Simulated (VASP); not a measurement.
Set up this calculation in VASP 6.6.1, as the native input.

```
Task                   : single point
Functional             : PBE
Potentials or basis    : VASP PAW PBE potentials, release 64 (Ta_pv)
Cutoff                 : 520 eV
k mesh                 : 14 × 14 × 14
Occupations            : gaussian, width 0.15 eV
Spin                   : no spin polarisation
Dipole correction      : no
Further INCAR settings : ALGO = Fast; EDIFF = 1e-06; NBANDS = 12
```

The structure of Ta lies in POSCAR:

```
Ta
1.0
   -1.6593948201      1.6593948201      1.6593948201
    1.6593948201     -1.6593948201      1.6593948201
    1.6593948201      1.6593948201     -1.6593948201
Ta
1
Direct
    0.0000000000      0.0000000000      0.0000000000
```

The input as run:

INCAR

```
SYSTEM = Ta
ALGO     = Fast           ! electronic algorithm
EDIFF    = 1E-6           ! SCF threshold, eV
ENCUT    = 520            ! plane-wave cutoff, eV
GGA      = PE             ! functional
ISIF     = 2              ! what is computed and relaxed
ISMEAR   = 0              ! smearing method
LASPH    = .TRUE.         ! aspherical terms in the spheres
LCHARG   = .FALSE.        ! write CHGCAR
LREAL    = .FALSE.        ! projectors in reciprocal space
LWAVE    = .FALSE.        ! write WAVECAR
NBANDS   = 12             ! bands
NELM     = 60             ! most SCF steps
PREC     = Accurate       ! precision mode
SIGMA    = 0.15           ! smearing width, eV
```

KPOINTS

```
k-points
0
G
  14 14 14
  0 0 0
```

Potentials or basis: VASP PAW PBE potentials, release 64 (Ta_pv).

The run is started by

```console
$ cat potpaw_PBE.64/Ta_pv/POTCAR > POTCAR
$ mpirun -np 1 vasp_std > vasp.out
```

It gave:

```yaml
Pressure: 0.1 GPa
```

Wall time 8.8 s on 1 thread of Intel(R) Xeon(R) 6975P-C (Granite Rapids), with other jobs on the host, peak memory 0.15 GiB.
